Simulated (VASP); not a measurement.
Crystal: ZnO.

```xyz
4
Lattice="3.2353 0.0000 0.0000 -1.6177 2.8019 0.0000 0.0000 0.0000 5.1067" Properties=species:S:1:pos:R:3 pbc="T T T"
Zn    0.0000    1.8679   -0.0262
Zn    1.6177    0.9340    2.5271
O     0.0000    1.8679    1.9413
O     1.6177    0.9340    4.4946
```

This cell differs from its parent crystal: uniaxial z strain -2.0%.

Base run:

| Item | Value |
| --- | --- |
| Program | VASP 6.6.1 |
| Functional | PBE |
| Potentials or basis | VASP PAW PBE potentials, release 64 (Zn, O) |
| Cutoff | 520 eV |
| k mesh | 12 × 12 × 6 |
| Occupations | fermi-dirac, width 0.02 eV |
| Spin | no spin polarisation |

Its results: band gap on the k mesh 0.85 eV; pressure 10.5 GPa; largest force 0.009 eV/Å.

Q: The run is repeated on the same cell with these changes: functional from PBE to r2SCAN; occupations from fermi-dirac, width 0.02 eV to gaussian, width 0.01 eV. What comes out?

A: Band gap on the k mesh 1.29 eV; pressure 4.2 GPa; largest force 0.006 eV/Å.

Caveats: the cell stands under pressure; the PAW data sets were made with another functional, which shifts forces and pressure a little (at least some runs).

